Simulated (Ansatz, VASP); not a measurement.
**Li: VASP beside Ansatz**

INCAR

```
PREC = Accurate
ENCUT = 520
EDIFF = 1E-7
ISMEAR = -1
SIGMA = 0.05
LREAL = F
LASPH = T
NELM = 100
ALGO = Normal
ISIF = 2
LWAVE = F
LCHARG = F
GGA = PS
NBANDS = 12
```

File KPOINTS:

```
regular mesh
0
Gamma
  12 12 12
```

Contents of POSCAR:

```
Li
1.0
    1.5349939760      0.8862291852      7.5883000000
   -1.5349939760      0.8862291852      7.5883000000
    0.0000000000     -1.7724583706      7.5883000000
Li
3
Direct
    0.0000000000      0.0000000000      0.0000000000
    0.2220000000      0.2220000000      0.2220000000
    0.7780000000      0.7780000000      0.7780000000
```

Input for Ansatz:

```yaml
crystal:
  lattice:
    - [1.534993976, 0.8862291852, 7.5883]
    - [-1.534993976, 0.8862291852, 7.5883]
    - [0.0, -1.7724583706, 7.5883]
  atoms:
    - { symbol: Li, position: [0.0, 0.0, 0.0] }
    - { symbol: Li, position: [0.222, 0.222, 0.222] }
    - { symbol: Li, position: [0.778, 0.778, 0.778] }
kpoints:
  mp_grid: { grid: [12, 12, 12] }
  band_path:
    path:
      - [0.0, 0.0, 0.0]
      - [0.5, 0.5, 0.5]
      - [0.8242402357, 0.1757597643, 0.5]
      - [0.5, -0.1757597643, 0.1757597643]
      - [0.5, 0.0, 0.0]
      - [0.0, 0.0, 0.0]
      - [0.3378798821, -0.3378798821, 0.0]
      - [0.6621201179, 0.0, 0.3378798821]
      - [0.5, 0.0, 0.5]
    npoints: 5
scf:
  occupations: { method: fermi_dirac, width: 0.05 }
hamiltonian:
  xc: pbesol
  pseudopotentials: { kind: all_electron, lapw: { basis_error: 0.001 } }
output:
  forces: true
  stress: true
  eigenvalues: true
```

Change from the starting cell: equal xx and yy strain of -1 %.

Alike in both runs: task single point; functional PBEsol; k mesh 12 × 12 × 12; occupations fermi-dirac, width 0.05 eV; no spin polarisation.

|  | VASP | Ansatz |
| --- | --- | --- |
| version | VASP 6.6.1 | Ansatz 0.2.0 |
| potentials or method | VASP PAW PBE potentials, release 64 (Li_sv), cutoff 520 eV | all-electron LAPW, scalar-relativistic |

```tsv
	VASP	Ansatz	Ansatz less VASP
rms of the force components (eV/Å)	0.004	0.004	-0.0001
```

VASP's potentials were made for PBE, not for PBEsol. Atom by atom the forces differ by 0.000 eV/Å (rms over components). Ansatz ran all-electron here, and VASP with PAW potentials.

Noted on VASP's run: the cutoff is under 1.25 times that of the potentials, so the pressure is a little rough.
